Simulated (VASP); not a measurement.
# Ru (Fm-3m) in VASP: relaxation of cell and atoms with PBEsol

Aim: the relaxation of cell and atoms of Ru with PBEsol.

Everything below comes from runs of VASP 6.6.1. Logs are shortened: lines on timing, memory, paths and dates and some standing lists are left out, and cuts for length are marked.

### 1 The cell of the first run

It takes space group Fm-3m (No. 225, cubic). The conventional cell has a = 3.764 Å, b = 3.764 Å, c = 3.764 Å, α = 90.00°, β = 90.00°, γ = 90.00°. Within 3.5 Å of Ru (site symmetry m-3m) lie 12 Ru at 2.66 Å.

This isn't the form of Ru at room conditions, which is hcp.

### 2 Relaxation of cell and atoms, PBEsol

Contents of INCAR:

```
SYSTEM = Ru
ALGO = Normal
EDIFF = 1E-7
EDIFFG = -0.01
ENCUT = 600
GGA = PS
IBRION = 2
ISIF = 3
ISMEAR = 0
LASPH = .True.
LCHARG = .False.
LREAL = .False.
LWAVE = .False.
NELM = 80
NSW = 80
PREC = Accurate
SIGMA = 0.1
```

Contents of KPOINTS:

```
k-points
0
Gamma
  20 20 20
  0 0 0
```

Contents of POSCAR:

```
Ru
1.0
    0.0000000000      1.8821967726      1.8821967726
    1.8821967726      0.0000000000      1.8821967726
    1.8821967726      1.8821967726      0.0000000000
Ru
1
Direct
    0.0000000000      0.0000000000      0.0000000000
```

Potentials or basis: VASP PAW PBE potentials, release 64 (Ru_pv).

On the command line:

```
> cat potpaw_PBE.64/Ru_pv/POTCAR > POTCAR
> mpirun -np 1 vasp_std > vasp.out
```

OUTCAR:

```text
SYSTEM = Ru
   EDIFF = 1E-7
   EDIFFG = -0.01
   ENCUT = 600
   GGA = PS
   IBRION = 2
   ISIF = 3
   ISMEAR = 0
   LASPH = .True.
   LREAL = .False.
   NELM = 80
   NSW = 80
   PREC = Accurate

 ion  position               nearest neighbor table
   1  0.000  0.000  0.000-

  LATTYP: Found a face centered cubic cell.
 ALAT       =     3.7643935452

  Lattice vectors:

 A1 = (   0.0000000000,   1.8821967726,   1.8821967726)
 A2 = (   1.8821967726,   0.0000000000,   1.8821967726)
 A3 = (   1.8821967726,   1.8821967726,   0.0000000000)

Analysis of symmetry for initial positions (statically):
=====================================================================
 Subroutine PRICEL returns:
 Original cell was already a primitive cell.

 Routine SETGRP: Setting up the symmetry group for a
 face centered cubic supercell.

 Subroutine GETGRP returns: Found 48 space group operations
 (whereof 48 operations were pure point group operations)
 out of a pool of 48 trial point group operations.

The static configuration has the point symmetry O_h .

Analysis of symmetry for dynamics (positions and initial velocities):
=====================================================================
 Subroutine PRICEL returns:
 Original cell was already a primitive cell.

 Routine SETGRP: Setting up the symmetry group for a
 face centered cubic supercell.

 Subroutine GETGRP returns: Found 48 space group operations
 (whereof 48 operations were pure point group operations)
 out of a pool of 48 trial point group operations.

The dynamic configuration has the point symmetry O_h .

 Subroutine INISYM returns: Found 48 space group operations
 (whereof 48 operations are pure point group operations),
 and found     1 'primitive' translations

----------------------------------------------------------------------------------------

                                     Primitive cell

  volume of cell :      13.3360

  direct lattice vectors                    reciprocal lattice vectors
     0.000000000  1.882196773  1.882196773    -0.265647039  0.265647039  0.265647039
     1.882196773  0.000000000  1.882196773     0.265647039 -0.265647039  0.265647039
     1.882196773  1.882196773  0.000000000     0.265647039  0.265647039 -0.265647039

  length of vectors
     2.661828203  2.661828203  2.661828203     0.460114169  0.460114169  0.460114169

  position of ions in fractional coordinates (direct lattice)
     0.000000000  0.000000000  0.000000000

  ion indices of the primitive-cell ions
   primitive index   ion index
                 1           1

----------------------------------------------------------------------------------------

 KPOINTS: k-points

Automatic generation of k-mesh.
 Grid dimensions read from file:
 generate k-points for:   20   20   20

 Generating k-lattice:

  Cartesian coordinates                     Fractional coordinates (reciprocal lattice)
    -0.013282352  0.013282352  0.013282352     0.050000000  0.000000000  0.000000000
     0.013282352 -0.013282352  0.013282352     0.000000000  0.050000000  0.000000000
     0.013282352  0.013282352 -0.013282352     0.000000000  0.000000000  0.050000000

  Length of vectors
     0.023005708  0.023005708  0.023005708

  Shift w.r.t. Gamma in fractional coordinates (k-lattice)
     0.000000000  0.000000000  0.000000000

 Subroutine IBZKPT returns following result:
 ===========================================

 Found    256 irreducible k-points:

 Following reciprocal coordinates:
            Coordinates               Weight
  0.000000  0.000000  0.000000      1.000000
  0.050000  0.000000  0.000000      8.000000
  0.100000  0.000000  0.000000      8.000000
  0.150000  0.000000  0.000000      8.000000
  0.200000  0.000000  0.000000      8.000000
  0.250000  0.000000  0.000000      8.000000
[... 16 lines left out ...]
 -0.400000  0.050000  0.000000     24.000000
 -0.350000  0.050000  0.000000     24.000000
 [... further k-points ...]
   k-points           NKPTS =    256   k-points in BZ     NKDIM =    256   number of bands    NBANDS=     11
   number of dos      NEDOS =    301   number of ions     NIONS =      1
   total plane-waves  NPLWV =  13824
   dimension x,y,z NGX =    24 NGY =   24 NGZ =   24
   dimension x,y,z NGXF=    48 NGYF=   48 NGZF=   48
   ions per type =               1
   NGX,Y,Z   is equivalent  to a cutoff of  14.99, 14.99, 14.99 a.u.
   NGXF,Y,Z  is equivalent  to a cutoff of  29.98, 29.98, 29.98 a.u.
 SYSTEM =  Ru
   PREC   = accura    normal or accurate (medium, high low for compatibility)
   ISTART =      0    job   : 0-new  1-cont  2-samecut
   ICHARG =      2    charge: 1-file 2-atom 10-const
   ISPIN  =      1    spin polarized calculation?
   LNONCOLLINEAR =      F non collinear calculations
   LSORBIT =      F    spin-orbit coupling
   LASPH  =      T    aspherical Exc in radial PAW
   ENCUT  =  600.0 eV  44.10 Ry    6.64 a.u.   5.32  5.32  5.32*2*pi/ulx,y,z
   NELM   =     80;   NELMIN=  2; NELMDL= -5     # of ELM steps
   EDIFF  = 0.1E-06   stopping-criterion for ELM
   LREAL  =      F    real-space projection
   EDIFFG = -.1E-01   stopping-criterion for IOM
   NSW    =     80    number of steps for IOM
   IBRION =      2    ionic relax: 0-MD 1-quasi-New 2-CG
   NFREE  =      1    steps in history (QN), initial steepest desc. (CG)
   ISIF   =      3    stress and relaxation
   ISYM   =      2    0-nonsym 1-usesym 2-fastsym
   POTIM  = 0.5000    time-step for ionic-motion
   TEBEG  =    0.0;   TEEND  =   0.0 temperature during run
   PSTRESS=    0.0 pullay stress
   NELECT =      14.0000    total number of electrons
   NUPDOWN=      -1.0000    fix difference up-down
   EMIN   =  10.00;   EMAX   =-10.00  energy-range for DOS
   EFERMI =   0.00;   METHOD = LEGACY
   ISMEAR =     0;   SIGMA  =   0.10  broadening in eV -4-tet -1-fermi 0-gaus
   EFERMI_NEDOS =   21; number of points for ismear=-14 and -15
   IALGO  =     38    algorithm
   IMIX   =      4    mixing-type and parameters
     AMIX     =   0.40;   BMIX     =  1.00
     AMIX_MAG =   1.60;   BMIX_MAG =  1.00
  volume/ion in A,a.u.               =      13.34        90.00
  Fermi-wavevector in a.u.,A,eV,Ry     =   1.663831  3.144184 37.665455  2.768333
  Thomas-Fermi vector in A             =   2.750480
   LORBIT       =      0    0 simple, 1 ext, 2 COOP (PROOUT), +10 PAW based schemes
   GGA     = PS    functional components
   LHFCALC =     F    Hartree Fock is set to
   AEXX    =    0.0000 exact exchange contribution
   IVDW    =     0    specifies the selected vdW correction
   LEPSILON=     F    determine dielectric tensor
   LRPA    =     F    only Hartree local field effects (RPA)
 conjugate gradient relaxation of ions
 non-spin polarized calculation
 Gauss-broadening in eV      SIGMA  =   0.10
  energy-cutoff  :      600.00
  volume of cell :       13.34
 maximum number of plane-waves:       459
 NGX is ok and might be reduce to    24
   NGX = 11   NGY = 11   NGZ = 11

--------------------------------------- Ionic step        1  -------------------------------------------

 number of electron      14.0000002 magnetization

 Free energy of the ion-electron system (eV)
  ---------------------------------------------------
  ext. energy  EPLUGINS =         0.00000000
  ---------------------------------------------------
  free energy    TOTEN  =       -10.05184827 eV

  energy without entropy =      -10.04510788  energy(sigma->0) =      -10.04847807

------------------------ aborting loop because EDIFF is reached ----------------------------------------

  FORCE on cell =-STRESS in cart. coord.  units (eV):
  Direction    XX          YY          ZZ          XY          YZ          ZX
  --------------------------------------------------------------------------------------
  -------------------------------------------------------------------------------------
  Total        0.0937728      0.0937728      0.0937728      0.0000000     -0.0000000      0.0000000
  in kB       11.2658082     11.2658082     11.2658082      0.0000000     -0.0000000      0.0000000
  external PRESSURE =      11.2658082 kB  Pullay stress =       0.0000000 kB
[... 55 lines left out ...]
  energy  without entropy=      -10.0436361327  energy(sigma->0) =      -10.04706318

--------------------------------------- Ionic step        3  -------------------------------------------

 number of electron      14.0000002 magnetization

 Free energy of the ion-electron system (eV)
  ---------------------------------------------------
  ext. energy  EPLUGINS =         0.00000000
  ---------------------------------------------------
  free energy    TOTEN  =       -10.05199893 eV

  energy without entropy =      -10.04523136  energy(sigma->0) =      -10.04861514

 E-fermi :  12.8940     XC(G=0): -14.3705

 val. band max:       12.8820480403   @ k =   0.1500   0.1000   0.0500
 cond. band min:      12.8963422602   @ k =   0.4000   0.3000   0.1000
 fundamental gap:      0.0142942199
 Fermi energy:        12.8939576635

 k-point     1 :       0.0000    0.0000    0.0000
  band No.  band energies     occupation
      1     -29.4922      2.00000
      2     -29.4922      2.00000
      3     -29.4922      2.00000
      4       4.8103      2.00000
      5      10.2334      2.00000
      6      10.2334      2.00000
      7      10.2334      2.00000
      8      12.7603      1.94131
      9      12.7603      1.94131
     10      23.2680      0.00000
     11      27.8872      0.00000
[... 309 lines left out ...]
 k-point    24 :      -0.3500    0.0500    0.0000
  band No.  band energies     occupation
      1     -30.4358      2.00000
      2     -29.6496      2.00000
      3     -29.6117      2.00000
      4       6.9128      2.00000
      5      10.2683      2.00000
      6      10.3712      2.00000
      7      11.6541      2.00000
      8      13.7065      0.00000
      9      14.5375      0.00000
     10      23.2647      0.00000
     11      25.3706      0.00000

 [... further k-points ...]

------------------------ aborting loop because EDIFF is reached ----------------------------------------

  FORCE on cell =-STRESS in cart. coord.  units (eV):
  Direction    XX          YY          ZZ          XY          YZ          ZX
  --------------------------------------------------------------------------------------
  -------------------------------------------------------------------------------------
  Total        0.0004646      0.0004646      0.0004646      0.0000000      0.0000000      0.0000000
  in kB        0.0556315      0.0556315      0.0556315      0.0000000      0.0000000      0.0000000
  external PRESSURE =       0.0556315 kB  Pullay stress =       0.0000000 kB
[... 16 lines left out ...]
  FREE ENERGIE OF THE ION-ELECTRON SYSTEM (eV)
  ---------------------------------------------------
  free  energy   TOTEN  =       -10.0519989299 eV

  energy  without entropy=      -10.0452313557  energy(sigma->0) =      -10.04861514

 reached required accuracy - stopping structural energy minimisation
```

Wall time 32 s (1 thread of Intel Xeon 6975P-C (Granite Rapids), shared host); peak memory 0.18 GiB.

What came out:

```
Free energy                           : -10.0520 eV
Relaxed volume                        : 13.38 Å³/atom
Relaxed cell                          : a = 2.665 Å, b = 2.665 Å, c = 2.665 Å, α = 60.00°, β = 60.00°, γ = 60.00°
Space group after relaxing (to 0.1 Å) : Fm-3m (No. 225)
Energy gained by relaxing             : 0.2 meV/atom
Ionic steps                           : 3
Pressure after relaxing               : 0.0 GPa
Band gap on the k mesh                : zero (bands 7 and 8 overlap by 3.72 eV)
```

Step by step:
```tsv
step	energy change (eV)	largest force (eV/Å)	pressure (GPa)	volume (Å³)
1	0.0000	0.0000	1.13	13.34
2	0.0014	0.0000	-3.45	13.52
3	-0.0002	0.0000	0.01	13.38
```

Final structure:
```yaml
crystal:
  lattice:
    - [0.00000, 1.88424, 1.88424]
    - [1.88424, 0.00000, 1.88424]
    - [1.88424, 1.88424, 0.00000]
  atoms:
    - { symbol: Ru, position: [0.00000, 0.00000, 0.00000] }
```

Caveat: the PAW data sets were made with another functional, which shifts forces and pressure a little.
